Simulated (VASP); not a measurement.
# PbS (Cmcm) in VASP: a series of runs

The runs below take PbS through relaxation of cell and atoms, single point, with AM05, PBE+D4, PBE, PBEsol+D4, revPBE.

All numbers are computed with VASP 6.6.1; they aren't measurements. Logs are shortened: lines on timing, memory, paths and dates and some standing lists are left out, and cuts for length are marked.

### 1 The cell of the first run

The structure is orthorhombic, space group Cmcm (No. 63). The conventional cell has a = 4.201 Å, b = 12.101 Å, c = 4.322 Å, α = 90.00°, β = 90.00°, γ = 90.00°. Pb (site symmetry m2m) has 5 S at 2.71 to 3.02 Å within 3.6 Å. Within 3.6 Å of S (site symmetry m2m) lie 5 Pb at 2.71 to 3.02 Å.

### 2 Relaxation of cell and atoms, AM05 (27.46 Å³/atom)

POSCAR reads:

```
PbS
1.0
    2.1005476254     -6.0506204940      0.0000000000
    2.1005476254      6.0506204940      0.0000000000
    0.0000000000      0.0000000000      4.3216932099
Pb S
2 2
Direct
    0.1305633500      0.8694366500      0.2500000000
    0.8694366500      0.1305633500      0.7500000000
    0.3547970900      0.6452029100      0.2500000000
    0.6452029100      0.3547970900      0.7500000000
```

INCAR.step1 reads:

```
SYSTEM = PbS
GGA = AM ; ISMEAR = 0
SIGMA = 0.03 ; LWAVE = .False.
LCHARG = .False. ; NSW = 80
PREC = Accurate ; LASPH = .True.
LREAL = .False. ; ALGO = Normal
EDIFF = 1E-6 ; NELM = 120
GGA_COMPAT = .False. ; IBRION = 2
ISIF = 3 ; EDIFFG = -0.002
NELMIN = 4 ; ENCUT = 690
EFERMI = MIDGAP ; KPAR = 4
POTIM = 0.5
```

INCAR.step4 reads:

```
SYSTEM = PbS
GGA = AM ; ISMEAR = 0
SIGMA = 0.03 ; LWAVE = .False.
LCHARG = .False. ; PREC = Accurate
LASPH = .True. ; LREAL = .False.
ALGO = Normal ; EDIFF = 1E-6
NELM = 120 ; GGA_COMPAT = .False.
ISIF = 2 ; ENCUT = 690
EFERMI = MIDGAP ; KPAR = 4
```

KPOINTS reads:

```
Automatic mesh
0
Gamma
  7 7 7
  0 0 0
```

Potentials or basis: VASP PAW PBE potentials, release 64 (Pb_d, S).

Started as:

```sh
> cat potpaw_PBE.64/Pb_d/POTCAR potpaw_PBE.64/S/POTCAR > POTCAR
> cp INCAR.step1 INCAR
> cp POSCAR.step1 POSCAR
> mpirun -np 4 vasp_std > vasp.out
> cp CONTCAR POSCAR
> mpirun -np 4 vasp_std > vasp.out
> cp CONTCAR POSCAR
> mpirun -np 4 vasp_std > vasp.out
> cp CONTCAR POSCAR
> cp INCAR.step4 INCAR
> mpirun -np 4 vasp_std > vasp.out
```

OUTCAR:

```text
SYSTEM = PbS
   GGA = AM
   ISMEAR = 0
   PREC = Accurate
   LASPH = .True.
   LREAL = .False.
   EDIFF = 1E-6
   NELM = 120
   ISIF = 2
   ENCUT = 690
   EFERMI = MIDGAP

 ion  position               nearest neighbor table
   1  0.130  0.870  0.250-   3 2.68   4 2.96   4 2.96   4 2.96   4 2.96   2 3.72   2 3.72   2 4.10
                             2 4.10   2 4.10   2 4.10
   2  0.870  0.130  0.750-   4 2.68   3 2.96   3 2.96   3 2.96   3 2.96   1 3.72   1 3.72   1 4.10
                             1 4.10   1 4.10   1 4.10
   3  0.357  0.643  0.250-   1 2.68   2 2.96   2 2.96   2 2.96   2 2.96
   4  0.643  0.357  0.750-   2 2.68   1 2.96   1 2.96   1 2.96   1 2.96

  LATTYP: Found a base centered orthorhombic cell.
 ALAT       =     4.1247947674
 B/A-ratio  =     2.8616536512
 C/A-ratio  =     1.0273454606

  Lattice vectors:

 A1 = (   2.0623973837,  -5.9018670033,   0.0000000000)
 A2 = (   2.0623973837,   5.9018670033,   0.0000000000)
 A3 = (   0.0000000000,   0.0000000000,   4.2375891800)

Analysis of symmetry for initial positions (statically):
=====================================================================
 Subroutine PRICEL returns:
 Original cell was already a primitive cell.

 Routine SETGRP: Setting up the symmetry group for a
 base centered orthorhombic supercell.

 Subroutine GETGRP returns: Found  8 space group operations
 (whereof  4 operations were pure point group operations)
 out of a pool of  8 trial point group operations.

The static configuration has the point symmetry C_2h.
 The point group associated with its full space group is D_2h.

Analysis of symmetry for dynamics (positions and initial velocities):
=====================================================================
 Subroutine PRICEL returns:
 Original cell was already a primitive cell.

 Routine SETGRP: Setting up the symmetry group for a
 base centered orthorhombic supercell.

 Subroutine GETGRP returns: Found  8 space group operations
 (whereof  4 operations were pure point group operations)
 out of a pool of  8 trial point group operations.

The dynamic configuration has the point symmetry C_2h.
 The point group associated with its full space group is D_2h.

 Subroutine INISYM returns: Found  8 space group operations
 (whereof  4 operations are pure point group operations),
 and found     1 'primitive' translations

----------------------------------------------------------------------------------------

                                     Primitive cell

  volume of cell :     103.1598

  direct lattice vectors                    reciprocal lattice vectors
     2.062397384 -5.901867003  0.000000000     0.242436304 -0.084718954  0.000000000
     2.062397384  5.901867003  0.000000000     0.242436304  0.084718954  0.000000000
     0.000000000  0.000000000  4.237589180     0.000000000  0.000000000  0.235983234

  length of vectors
     6.251841096  6.251841096  4.237589180     0.256812505  0.256812505  0.235983234

  position of ions in fractional coordinates (direct lattice)
     0.129573991  0.870426009  0.250000000
     0.870426009  0.129573991  0.750000000
     0.356614789  0.643385211  0.250000000
     0.643385211  0.356614789  0.750000000

  ion indices of the primitive-cell ions
   primitive index   ion index
                 1           1
                 2           2
                 3           3
                 4           4

----------------------------------------------------------------------------------------

 KPOINTS: Automatic mesh

Automatic generation of k-mesh.
 Grid dimensions read from file:
 generate k-points for:    7    7    7

 Generating k-lattice:

  Cartesian coordinates                     Fractional coordinates (reciprocal lattice)
     0.034633758 -0.012102708  0.000000000     0.142857143  0.000000000  0.000000000
     0.034633758  0.012102708  0.000000000     0.000000000  0.142857143  0.000000000
     0.000000000  0.000000000  0.033711891     0.000000000  0.000000000  0.142857143

  Length of vectors
     0.036687501  0.036687501  0.033711891

  Shift w.r.t. Gamma in fractional coordinates (k-lattice)
     0.000000000  0.000000000  0.000000000

 Subroutine IBZKPT returns following result:
 ===========================================

 Found     64 irreducible k-points:

 Following reciprocal coordinates:
            Coordinates               Weight
  0.000000  0.000000  0.000000      1.000000
  0.142857  0.000000  0.000000      4.000000
  0.285714  0.000000  0.000000      4.000000
  0.428571  0.000000  0.000000      4.000000
  0.142857  0.142857  0.000000      2.000000
  0.285714  0.142857  0.000000      4.000000
[... 16 lines left out ...]
  0.428571  0.142857  0.142857      8.000000
 -0.428571  0.142857  0.142857      8.000000
 [... further k-points ...]
   k-points           NKPTS =     64   k-points in BZ     NKDIM =     64   number of bands    NBANDS=     24
   number of dos      NEDOS =    301   number of ions     NIONS =      4
   total plane-waves  NPLWV = 104976
   dimension x,y,z NGX =    54 NGY =   54 NGZ =   36
   dimension x,y,z NGXF=   108 NGYF=  108 NGZF=   72
   ions per type =               2   2
   NGX,Y,Z   is equivalent  to a cutoff of  14.36, 14.36, 14.12 a.u.
   NGXF,Y,Z  is equivalent  to a cutoff of  28.72, 28.72, 28.25 a.u.
 SYSTEM =  PbS
   PREC   = accura    normal or accurate (medium, high low for compatibility)
   ISTART =      0    job   : 0-new  1-cont  2-samecut
   ICHARG =      2    charge: 1-file 2-atom 10-const
   ISPIN  =      1    spin polarized calculation?
   LNONCOLLINEAR =      F non collinear calculations
   LSORBIT =      F    spin-orbit coupling
   LASPH  =      T    aspherical Exc in radial PAW
   ENCUT  =  690.0 eV  50.71 Ry    7.12 a.u.  13.39 13.39  9.08*2*pi/ulx,y,z
   NELM   =    120;   NELMIN=  2; NELMDL=  0     # of ELM steps
   EDIFF  = 0.1E-05   stopping-criterion for ELM
   LREAL  =      F    real-space projection
   EDIFFG = 0.1E-04   stopping-criterion for IOM
   NSW    =      0    number of steps for IOM
   IBRION =     -1    ionic relax: 0-MD 1-quasi-New 2-CG
   NFREE  =      0    steps in history (QN), initial steepest desc. (CG)
   ISIF   =      2    stress and relaxation
   ISYM   =      2    0-nonsym 1-usesym 2-fastsym
   POTIM  = 0.5000    time-step for ionic-motion
   TEBEG  =    0.0;   TEEND  =   0.0 temperature during run

   SCALEE = 1.0000    scale energy and forces
   PSTRESS=    0.0 pullay stress
   NELECT =      40.0000    total number of electrons
   NUPDOWN=      -1.0000    fix difference up-down
   EMIN   =  10.00;   EMAX   =-10.00  energy-range for DOS
   EFERMI =   0.00;   METHOD = MIDGAP
   ISMEAR =     0;   SIGMA  =   0.03  broadening in eV -4-tet -1-fermi 0-gaus
   EFERMI_NEDOS =   21; number of points for ismear=-14 and -15
   IALGO  =     38    algorithm
   IMIX   =      4    mixing-type and parameters
     AMIX     =   0.40;   BMIX     =  1.00
     AMIX_MAG =   1.60;   BMIX_MAG =  1.00
  volume/ion in A,a.u.               =      25.79       174.04
  Fermi-wavevector in a.u.,A,eV,Ry     =   1.193781  2.255919 19.389837  1.425113
  Thomas-Fermi vector in A             =   2.329787
   LORBIT       =      0    0 simple, 1 ext, 2 COOP (PROOUT), +10 PAW based schemes
   GGA     = AM    functional components
   LHFCALC =     F    Hartree Fock is set to
   AEXX    =    0.0000 exact exchange contribution
   IVDW    =     0    specifies the selected vdW correction
   LEPSILON=     F    determine dielectric tensor
   LRPA    =     F    only Hartree local field effects (RPA)

   CSHIFT  =0.1000    complex shift for real part using Kramers Kronig

   OMEGAMAX=  -1.0    maximum frequency
 non-spin polarized calculation
 Gauss-broadening in eV      SIGMA  =   0.03
  energy-cutoff  :      690.00
  volume of cell :      103.16
 maximum number of plane-waves:      4274
 NGX is ok and might be reduce to    54
   NGX = 27   NGY = 27   NGZ = 19

 number of electron      39.9999999 magnetization

 Free energy of the ion-electron system (eV)
  ---------------------------------------------------
  ext. energy  EPLUGINS =         0.00000000
  ---------------------------------------------------
  free energy    TOTEN  =       -17.68417846 eV

  energy without entropy =      -17.68417846  energy(sigma->0) =      -17.68417846

 E-fermi :   5.7872     XC(G=0):  -9.8295

 val. band max:        5.2230305767   @ k =  -0.2857   0.2857   0.4286
 cond. band min:       6.3514312854   @ k =   0.4286   0.4286   0.0000
 fundamental gap:      1.1284007087
 Fermi energy:         5.7872309310

 k-point     1 :       0.0000    0.0000    0.0000
  band No.  band energies     occupation
      1     -11.1770      2.00000
      2     -11.0641      2.00000
      3     -11.0576      2.00000
      4     -11.0512      2.00000
      5     -11.0110      2.00000
      6     -11.0057      2.00000
[... 16 lines left out ...]
     23      10.1899      0.00000
     24      10.8752      0.00000

 k-point     2 :       0.1429    0.0000    0.0000
  band No.  band energies     occupation
      1     -11.1632      2.00000
      2     -11.0581      2.00000
      3     -11.0556      2.00000
      4     -11.0394      2.00000
      5     -11.0133      2.00000
      6     -11.0133      2.00000
[... 16 lines left out ...]
     23      10.0112      0.00000
     24      10.3569      0.00000

 k-point     3 :       0.2857    0.0000    0.0000
  band No.  band energies     occupation
      1     -11.1299      2.00000
      2     -11.0529      2.00000
      3     -11.0499      2.00000
      4     -11.0303      2.00000
      5     -11.0208      2.00000
      6     -11.0166      2.00000
[... 16 lines left out ...]
     23       8.6238      0.00000
     24       9.3338      0.00000
[... 514 lines left out ...]
 k-point    23 :       0.4286    0.1429    0.1429
  band No.  band energies     occupation
      1     -11.1021      2.00000
      2     -11.0845      2.00000
      3     -11.0576      2.00000
      4     -11.0330      2.00000
      5     -11.0196      2.00000
      6     -11.0131      2.00000
[... 16 lines left out ...]
     23       8.0749      0.00000
     24       8.6596      0.00000

 k-point    24 :      -0.4286    0.1429    0.1429
  band No.  band energies     occupation
      1     -11.1259      2.00000
      2     -11.0627      2.00000
      3     -11.0517      2.00000
      4     -11.0317      2.00000
      5     -11.0199      2.00000
      6     -11.0126      2.00000
[... 16 lines left out ...]
     23       8.0364      0.00000
     24       9.4530      0.00000

 [... further k-points ...]
[... 5 lines left out ...]
  --------------------------------------------------------------------------------------
  -------------------------------------------------------------------------------------
  Total       -0.0004496      0.0009851     -0.0005656      0.0000000      0.0000000      0.0000000
  in kB       -0.0069823      0.0153000     -0.0087837      0.0000000      0.0000000      0.0000000
  external PRESSURE =      -0.0001553 kB  Pullay stress =       0.0000000 kB

 VOLUME and BASIS-vectors are now :
 -----------------------------------------------------------------------------
  energy-cutoff  :      690.00
  volume of cell :      103.16
      direct lattice vectors                 reciprocal lattice vectors
     2.062397384 -5.901867003  0.000000000     0.242436304 -0.084718954  0.000000000
     2.062397384  5.901867003  0.000000000     0.242436304  0.084718954  0.000000000
     0.000000000  0.000000000  4.237589180     0.000000000  0.000000000  0.235983234

 POSITION                                       TOTAL-FORCE (eV/Angst)
 -----------------------------------------------------------------------------------
      2.06240      4.37241      1.05940         0.000000      0.000228     -0.000000
      2.06240     -4.37241      3.17819         0.000000     -0.000228      0.000000
      2.06240      1.69248      1.05940         0.000000     -0.001846      0.000000
      2.06240     -1.69248      3.17819         0.000000      0.001846      0.000000
 -----------------------------------------------------------------------------------
    total drift:                               -0.000000     -0.000000      0.000000

  FREE ENERGIE OF THE ION-ELECTRON SYSTEM (eV)
  ---------------------------------------------------
  free  energy   TOTEN  =       -17.6841784573 eV

  energy  without entropy=      -17.6841784573  energy(sigma->0) =      -17.68417846
```

It took 38 min on 4 MPI ranks of Intel Xeon Platinum 8259CL at 2.50GHz (Skylake/Cascade Lake), shared host; peak memory 0.53 GiB.

Results:

* Free energy: -17.6842 eV
* Relaxed volume: 25.79 Å³/atom
* Relaxed cell: a = 6.252 Å, b = 6.252 Å, c = 4.238 Å, α = 90.00°, β = 90.00°, γ = 141.48°
* Space group after relaxing (to 0.1 Å): Cmcm (No. 63)
* Energy gained by relaxing: 12.6 meV/atom
* Ionic steps: 18
* Pressure after relaxing: 0.0 GPa
* Band gap on the k mesh: 1.13 eV (least direct gap 1.35 eV)

The path:
```tsv
step	energy change (eV)	largest force (eV/Å)	pressure (GPa)	volume (Å³)
1	0.0000	0.2644	-2.61	109.85
2	-0.0478	0.0827	-0.05	104.65
3	-0.0492	0.0247	-0.02	104.36
4	-0.0501	0.0152	-0.07	104.00
5	-0.0504	0.0102	-0.06	103.73
6	-0.0507	0.0213	0.12	103.05
7	-0.0509	0.0050	0.04	103.02
8	-0.0510	0.0056	0.03	103.08
9	-0.0510	0.0069	-0.05	103.18
10	-0.0510	0.0075	-0.01	103.11
11	-0.0510	0.0051	0.01	103.12
12	-0.0510	0.0029	-0.01	103.17
13	-0.0510	0.0053	-0.02	103.17
14	-0.0510	0.0038	0.00	103.13
15	-0.0510	0.0021	0.01	103.15
16	-0.0510	0.0018	0.00	103.16
17	-0.0505	0.0018	0.00	103.16
18	-0.0505	0.0018	0.00	103.16
```

Final structure:
```cif
data_structure
_symmetry_space_group_name_H-M 'P 1'
_symmetry_Int_Tables_number 1
_cell_length_a 6.2518
_cell_length_b 6.2518
_cell_length_c 4.2376
_cell_angle_alpha 90.000
_cell_angle_beta 90.000
_cell_angle_gamma 141.476
_cell_volume 103.16
loop_
_atom_site_label
_atom_site_type_symbol
_atom_site_fract_x
_atom_site_fract_y
_atom_site_fract_z
_atom_site_occupancy
Pb1 Pb 0.12957 0.87043 0.25000 1
Pb2 Pb 0.87043 0.12957 0.75000 1
S1 S 0.35661 0.64339 0.25000 1
S2 S 0.64339 0.35661 0.75000 1
```

Levels at points of the mesh, in eV from the valence-band top:
```
           k point  band 17  band 18  band 19  band 20  band 21  band 22  band 23  band 24
(0.00, 0.00, 0.00)    -2.47    -1.78    -1.54    -0.53     4.63     4.67     4.97     5.65
```

Caveat: the PAW data sets were made with another functional, which shifts forces and pressure a little; spin-orbit coupling is left out, which moves the levels of the heavy elements. A k mesh can miss the band edges.

(Part 1 of 2 ends here.)
